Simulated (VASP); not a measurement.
Crystal: NaAg (NaTl type).

```
Na Ag
1.0
     0.00000    3.70747    3.70747
     3.70747    0.00000    3.70747
     3.70747    3.70747    0.00000
Na Ag
2 2
Direct
  0.12500 0.12500 0.12500
  0.87500 0.87500 0.87500
  0.37500 0.37500 0.37500
  0.62500 0.62500 0.62500
```

| Quantity | Value |
| --- | --- |
| Program | VASP 6.6.1 |
| Task | relaxation of cell and atoms |
| Functional | PBEsol |
| Potentials or basis | VASP PAW PBE potentials, release 64 (Na_pv, Ag) |
| Cutoff | 600 eV |
| k mesh | 9 × 9 × 9 |
| Occupations | fermi-dirac, width 0.05 eV |
| Spin | no spin polarisation |

At the start: pressure -4.7 GPa; volume 25.48 Å³/atom.

Q: How do energy, volume and symmetry change on relaxing?

A: Over 5 steps the energy falls by 92.3 meV/atom and the volume is 20.40 Å³/atom (-19.9 %); space group Fd-3m (No. 227, to 0.1 Å) before and after.

The path:
```
step  energy change (eV)  largest force (eV/Å)  pressure (GPa)  volume (Å³)
   1              0.0000                0.0000           -4.65       101.92
   2             -0.2622                0.0000           -3.11        91.39
   3             -0.3661                0.0000           -0.63        83.03
   4             -0.3690                0.0000            0.14        81.23
   5             -0.3691                0.0000           -0.04        81.61
```

Final structure:
```
Na Ag
1.0
     0.00000    3.44277    3.44277
     3.44277    0.00000    3.44277
     3.44277    3.44277    0.00000
Na Ag
2 2
Direct
  0.12500 0.12500 0.12500
  0.87500 0.87500 0.87500
  0.37500 0.37500 0.37500
  0.62500 0.62500 0.62500
```

Caveat: the volume moved by over 15 % at a fixed basis, so the end points are rough; the PAW data sets were made with another functional, which shifts forces and pressure a little.
